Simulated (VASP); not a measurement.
Runs of VASP 6.6.1 on CaSe. The structure is that of space group Fm-3m (No. 225), or close to it. The cells are those of the table. 

```tsv
task	level	potentials or basis	cell	k mesh	cutoff (eV)	smearing	gap on the mesh (eV)	pressure (GPa)	relaxed volume (Å³/atom)
single point	PBE	VASP PAW PBE potentials, release 64 (Ca_sv, Se)	a = 4.197 Å, angles 60.0°, 2 atoms	4 × 4 × 4	520	gaussian 0.01 eV	2.04	0.9	-
single point	r2SCAN	VASP PAW PBE potentials, release 64 (Ca_sv, Se)	a = 4.197 Å, angles 60.0°, 2 atoms	8 × 8 × 8	520	gaussian 0.01 eV	2.52	0.2	-
single point	r2SCAN	VASP PAW PBE potentials, release 64 (Ca_sv, Se)	a = 4.197 Å, angles 60.0°, 2 atoms	6 × 6 × 6	520	fermi-dirac 0.02 eV	2.52	0.2	-
single point	PBE	VASP PAW PBE potentials, release 64 (Ca_sv, Se)	a = 4.197 Å, angles 60.0°, 2 atoms	8 × 8 × 8	520	fermi-dirac 0.02 eV	2.05	0.7	-
single point	PBEsol	VASP PAW PBE potentials, release 64 (Ca_sv, Se)	a = 4.150 Å, angles 60.0°, 2 atoms	6 × 6 × 6	520	fermi-dirac 0.02 eV	(a)	0.2	-
relaxation of cell and atoms	PBE	VASP PAW PBE potentials, release 64 (Ca_sv, Se)	relaxed from a = 4.201 Å, angles 60.0°, 2 atoms	6 × 6 × 6	600	fermi-dirac 0.02 eV	(c)	0.0	26.54
relaxation of cell and atoms	LDA	VASP PAW LDA potentials, release 64 (Ca_sv, Se)	relaxed from a = 4.213 Å, angles 60.0°, 2 atoms	6 × 6 × 6	600	fermi-dirac 0.02 eV	1.71	0.0	24.41
single point	LDA	VASP PAW LDA potentials, release 64 (Ca_sv, Se)	a = 4.096 Å, angles 60.0°, 2 atoms	6 × 6 × 6	520	fermi-dirac 0.02 eV	1.70	(b)	-
single point	PBE	VASP PAW PBE potentials, release 64 (Ca_sv, Se)	a = 4.213 Å, angles 60.0°, 2 atoms	6 × 6 × 6	520	fermi-dirac 0.02 eV	2.07	0.2	-
relaxation of cell and atoms	PBEsol	VASP PAW PBE potentials, release 64 (Ca_sv, Se)	relaxed from a = 4.213 Å, angles 60.0°, 2 atoms	6 × 6 × 6	600	fermi-dirac 0.02 eV	1.88	0.0	25.37
single point	LDA	VASP PAW LDA potentials, release 64 (Ca_sv, Se)	a = 4.197 Å, angles 60.0°, 2 atoms	8 × 8 × 8	520	gaussian 0.01 eV	(d)	-3.4	-
```

Alike in all rows: no spin polarisation.

Task: Fill in the values left out.

Result: (a) 1.87; (b) 0.3; (c) 2.08; (d) 1.89.

Caveats: some runs use coarse meshes; the PAW data sets were made with another functional, which shifts forces and pressure a little (at least some runs); the cell stands under tension (at least some runs).

A k mesh can miss the band edges, and the runs leave out spin-orbit coupling on Se.
